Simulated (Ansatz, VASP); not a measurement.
## Two plane-wave programs on LiCl

The input INCAR:

```
PREC     = Accurate       # precision mode
ENCUT    = 520            # plane-wave cutoff, eV
EDIFF    = 1E-7           # SCF threshold, eV
ISMEAR   = 0              # smearing method
SIGMA    = 0.1            # smearing width, eV
LREAL    = False          # projectors in reciprocal space
LASPH    = True           # aspherical terms in the spheres
NELM     = 60             # most SCF steps
ALGO     = Normal         # electronic algorithm
ISIF     = 2              # what is computed and relaxed
LWAVE    = False          # write WAVECAR
LCHARG   = False          # write CHGCAR
GGA      = PE             # functional
NBANDS   = 42             # bands
```

File KPOINTS:

```
Automatic mesh
0
Gamma
  4 2 6
```

The input POSCAR:

```
LiCl
1.0
    6.5530135500      0.0000000000      0.0000000000
    0.0000000000      9.0377998300      0.0000000000
    0.0000000000      0.0000000000      3.1489666700
Li Cl
6 6
Direct
    0.5869124700      0.6490596900      0.5000000000
    0.4130875300      0.3509403100      0.5000000000
    0.0000000000      0.5000000000      0.0000000000
    0.0869124700      0.8509403100      0.5000000000
    0.9130875300      0.1490596900      0.5000000000
    0.5000000000      0.0000000000      0.0000000000
    0.0869124700      0.3509403100      0.5000000000
    0.9130875300      0.6490596900      0.5000000000
    0.5000000000      0.5000000000      0.0000000000
    0.5869124700      0.1490596900      0.5000000000
    0.4130875300      0.8509403100      0.5000000000
    0.0000000000      0.0000000000      0.0000000000
```

Input for Ansatz:

```yaml
crystal:
  lattice:
    - [6.55301355, 0.0, 0.0]
    - [0.0, 9.03779983, 0.0]
    - [0.0, 0.0, 3.14896667]
  atoms:
    - { symbol: Li, position: [0.58691247, 0.64905969, 0.5] }
    - { symbol: Li, position: [0.41308753, 0.35094031, 0.5] }
    - { symbol: Li, position: [0.0, 0.5, 0.0] }
    - { symbol: Li, position: [0.08691247, 0.85094031, 0.5] }
    - { symbol: Li, position: [0.91308753, 0.14905969, 0.5] }
    - { symbol: Li, position: [0.5, 0.0, 0.0] }
    - { symbol: Cl, position: [0.08691247, 0.35094031, 0.5] }
    - { symbol: Cl, position: [0.91308753, 0.64905969, 0.5] }
    - { symbol: Cl, position: [0.5, 0.5, 0.0] }
    - { symbol: Cl, position: [0.58691247, 0.14905969, 0.5] }
    - { symbol: Cl, position: [0.41308753, 0.85094031, 0.5] }
    - { symbol: Cl, position: [0.0, 0.0, 0.0] }
basis:
  ecutwfc: 420
kpoints:
  mp_grid: { grid: [4, 2, 6] }
hamiltonian:
  xc: pbe
scf:
  occupations: { method: gaussian, width: 0.1 }
  lower_state_search: "off"
output:
  forces: true
  stress: true
  eigenvalues: true
```

Alike in both runs: task single point; functional PBE; k mesh 4 × 2 × 6; occupations gaussian, width 0.1 eV; no spin polarisation.

|  | VASP | Ansatz |
| --- | --- | --- |
| version | VASP 6.6.1 | Ansatz 0.2.0 |
| potentials or method | VASP PAW PBE potentials, release 64 (Li_sv, Cl), cutoff 520 eV | scalar-relativistic, plane waves, PAW |
| valence electrons in the cell | 60 | 60 |

Ansatz gave:

* gap on the k mesh at the Fermi level (eV): 5.79
* least direct gap on the mesh (eV): 5.91
* rms of the force components (eV/Å): 0.429

What did VASP give for the same quantities?

gap on the k mesh at the Fermi level (eV): 5.81; least direct gap on the mesh (eV): 5.92; rms of the force components (eV/Å): 0.431.

Atom by atom the forces differ by 0.002 eV/Å (rms over components).

Noted on VASP's run: the cutoff is under 1.25 times that of the potentials, so the pressure is a little rough.
